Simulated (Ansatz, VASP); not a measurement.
**Two plane-wave programs on PbO**

```
Pb O
1.0
     5.92526    0.00000    0.00000
     0.00000    3.18978    3.17615
     0.00000   -3.18978    3.17615
Pb O
2 2
Direct
  0.50000 0.25000 0.25000
  0.50000 0.74675 0.74675
  0.15570 0.83333 0.83333
  0.84430 0.83333 0.83333
```

Alike in both runs: task relaxation of cell and atoms; functional PBE; k mesh 4 × 4 × 4; occupations gaussian, width 0.1 eV; no spin polarisation.

|  | VASP | Ansatz |
| --- | --- | --- |
| version | VASP 6.6.1 | Ansatz 0.2.0 |
| potentials or method | VASP PAW PBE potentials, release 64 (Pb_d, O), cutoff 600 eV | scalar-relativistic, plane waves, PAW |
| valence electrons in the cell | 40 | 40 |

```csv
,VASP,Ansatz,Ansatz less VASP
"gap on the k mesh at the Fermi level, each at its own relaxed structure (eV)",0.33,0.50,+0.168
relaxed volume (Å³/atom),45.65,50.56,+4.913
relaxed length of the cell vector where the two differ most in proportion (Å),5.219,5.428,+0.2089
```

One of these differences is far larger than is usual between the two programs; its cause wasn't traced.

Neither program's run includes spin-orbit coupling. Noted on VASP's run: the volume moved by over 15 % at a fixed basis, so the end points are rough.
